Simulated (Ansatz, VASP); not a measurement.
Ag in VASP and in Ansatz

INCAR

```
ALGO = Normal
EDIFF = 1E-6
ENCUT = 520
ISIF = 2
ISMEAR = -1
LASPH = True
LCHARG = True
LELF = True
LREAL = False
LVHAR = True
LWAVE = False
NBANDS = 18
NELM = 100
PREC = Accurate
SIGMA = 0.05
```

File KPOINTS:

```
k-points
0
Gamma
  14 14 8
```

POSCAR

```
Ag
1.0
    2.9885980420      0.0000000000      0.0000000000
   -1.4942990210      2.5882018261      0.0000000000
    0.0000000000      0.0000000000      4.7900000000
Ag
2
Direct
    0.3333333333      0.6666666667      0.2500000000
    0.6666666667      0.3333333333      0.7500000000
```

Input for Ansatz:

```yaml
crystal:
  lattice:
    - [2.988598042, 0.0, 0.0]
    - [-1.494299021, 2.5882018261, 0.0]
    - [0.0, 0.0, 4.79]
  atoms:
    - { symbol: Ag, position: [0.3333333333, 0.6666666667, 0.25] }
    - { symbol: Ag, position: [0.6666666667, 0.3333333333, 0.75] }
kpoints:
  mp_grid: { grid: [14, 14, 8] }
  band_path:
    path:
      - [0.0, 0.0, 0.0]
      - [0.5, 0.0, 0.0]
      - [0.3333333333, 0.3333333333, 0.0]
      - [0.0, 0.0, 0.0]
      - [0.0, 0.0, 0.5]
      - [0.5, 0.0, 0.5]
      - [0.3333333333, 0.3333333333, 0.5]
      - [0.0, 0.0, 0.5]
      - [0.5, 0.0, 0.5]
    npoints: 5
scf:
  occupations: { method: fermi_dirac, width: 0.05 }
hamiltonian:
  xc: lda
  pseudopotentials: { kind: all_electron, lapw: { basis_error: 0.00025 } }
output:
  forces: true
  stress: true
  eigenvalues: true
```

Change from the starting cell: equal xx and yy strain of +2 %.

Alike in both runs: task single point; functional LDA; k mesh 14 × 14 × 8; occupations fermi-dirac, width 0.05 eV; no spin polarisation.

|  | VASP | Ansatz |
| --- | --- | --- |
| version | VASP 6.6.1 | Ansatz 0.2.0 |
| potentials or method | VASP PAW LDA potentials, release 64 (Ag), cutoff 520 eV | all-electron LAPW, scalar-relativistic |

|  | VASP | Ansatz | Ansatz less VASP |
| --- | --- | --- | --- |
| pressure (GPa) | -12.9 | -13.1 | -0.16 |
| traceless stress, the component that is largest in VASP (GPa) | 0.55 | 0.55 | +0.002 |

LDA's correlation is that of Perdew and Zunger in VASP and of Perdew and Wang (1992) in Ansatz. Ansatz ran all-electron here, and VASP with PAW potentials.
